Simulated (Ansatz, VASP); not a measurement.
## SiC: VASP beside Ansatz

The input INCAR:

```
SYSTEM = SiC
ALGO = Normal
EDIFF = 1E-6
ENCUT = 520
GGA = PE
ISIF = 2
ISMEAR = 0
LASPH = .TRUE.
LCHARG = .FALSE.
LREAL = .FALSE.
LWAVE = .FALSE.
NBANDS = 11
NELM = 80
PREC = Accurate
SIGMA = 0.05
```

File KPOINTS:

```
k-points
0
G
  12 12 12
  0 0 0
```

Contents of POSCAR:

```
SiC
1.0
    0.0000000000      2.1320637986      2.1320637986
    2.1320637986      0.0000000000      2.1320637986
    2.2507486834      2.2507486834     -0.1186848848
Si C
1 1
Direct
    0.0000000000      0.0000000000      0.0000000000
    0.7500000000      0.7500000000      0.7500000000
```

Input for Ansatz:

```yaml
crystal:
  lattice:
    - [0.0, 2.1320637986, 2.1320637986]
    - [2.1320637986, 0.0, 2.1320637986]
    - [2.2507486834, 2.2507486834, -0.1186848848]
  atoms:
    - { symbol: Si, position: [0.0, 0.0, 0.0] }
    - { symbol: C, position: [0.75, 0.75, 0.75] }
basis:
  ecutwfc: 520.0
kpoints:
  mp_grid: { grid: [12, 12, 12] }
hamiltonian:
  xc: pbe
  pseudopotentials: { kind: paw, azcp: { folder: soft_1 } }
scf:
  occupations: { method: gaussian, width: 0.05 }
output:
  forces: true
  stress: true
  eigenvalues: true
```

Alike in both runs: task single point; functional PBE; k mesh 12 × 12 × 12; occupations gaussian, width 0.05 eV; no spin polarisation.

|  | VASP | Ansatz |
| --- | --- | --- |
| version | VASP 6.6.1 | Ansatz 0.2.0 |
| potentials or method | VASP PAW PBE potentials, release 64 (Si, C), cutoff 520 eV | scalar-relativistic, plane waves, PAW |
| valence electrons in the cell | 8 | 8 |

|  | VASP | Ansatz | Ansatz less VASP |
| --- | --- | --- | --- |
| gap on the k mesh at the Fermi level (eV) | 1.10 | 1.10 | +0.005 |
| least direct gap on the mesh (eV) | 4.02 | 4.03 | +0.010 |
| pressure (GPa) | 1.8 | 1.8 | +0.04 |
| traceless stress, the component that is largest in VASP (GPa) | -13.31 | -13.25 | +0.056 |
| rms of the force components (eV/Å) | 0.240 | 0.241 | +0.0006 |

Atom by atom the forces differ by 0.001 eV/Å (rms over components).
